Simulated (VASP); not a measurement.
Input of a VASP 6.6.1 run:

File POSCAR:

```
BAs
1.0
    0.0000000000      2.3885000000      2.3885000000
    2.3885000000      0.0000000000      2.3885000000
    2.3885000000      2.3885000000      0.0000000000
As B
1 1
Direct
    0.7500000000      0.7500000000      0.7500000000
    0.0000000000      0.0000000000      0.0000000000
```

INCAR.step1

```
PREC     = Accurate       # precision mode
ENCUT    = 420            # plane-wave cutoff, eV
EDIFF    = 1E-5           # SCF threshold, eV
ISMEAR   = -1             # smearing method
SIGMA    = 0.05           # smearing width, eV
LREAL    = F              # projectors in reciprocal space
LASPH    = T              # aspherical terms in the spheres
NELM     = 120            # most SCF steps
ALGO     = Normal         # electronic algorithm
ISIF     = 2              # what is computed and relaxed
LWAVE    = T              # write WAVECAR
GGA      = PE             # functional
NBANDS   = 11             # bands
GGA_COMPAT= F
```

Contents of INCAR.step2:

```
PREC     = Accurate       # precision mode
ENCUT    = 420            # plane-wave cutoff, eV
EDIFF    = 1E-6           # SCF threshold, eV
ISMEAR   = -1             # smearing method
SIGMA    = 0.05           # smearing width, eV
LREAL    = F              # projectors in reciprocal space
LASPH    = T              # aspherical terms in the spheres
NELM     = 120            # most SCF steps
ALGO     = Normal         # electronic algorithm
ISIF     = 2              # what is computed and relaxed
LWAVE    = F              # write WAVECAR
LCHARG   = T              # write CHGCAR
GGA      = PE             # functional
LHFCALC  = T              # exact exchange
AEXX     = 0.25           # exact-exchange fraction
HFSCREEN = 0.3            # screening, 1/A
PRECFOCK = Normal       
LELF     = T              # ELF
LVHAR    = T            
ISTART   = 1            
NBANDS   = 11             # bands
GGA_COMPAT= F
```

Contents of KPOINTS:

```
regular mesh
0
Gamma
  5 5 5
```

Potentials or basis: VASP PAW PBE potentials, release 64 (As, B).

Launch:

```bash
$ cat potpaw_PBE.64/As/POTCAR potpaw_PBE.64/B/POTCAR > POTCAR
$ cp INCAR.step1 INCAR
$ mpirun -np 1 vasp_std > vasp.out
$ cp INCAR.step2 INCAR
$ mpirun -np 1 vasp_std > vasp.out
```

(1) Estimate the band gap on the k mesh.

(2) Predict the pressure.

Answers

(1) 1.67 eV (least direct gap 3.94 eV).

(2) -0.1 GPa.

Caveat: the k points lie up to 0.46 Å⁻¹ apart; the PAW data sets were made with another functional, which shifts forces and pressure a little; an odd mesh through Γ misses points on the zone boundary, where band edges can lie.
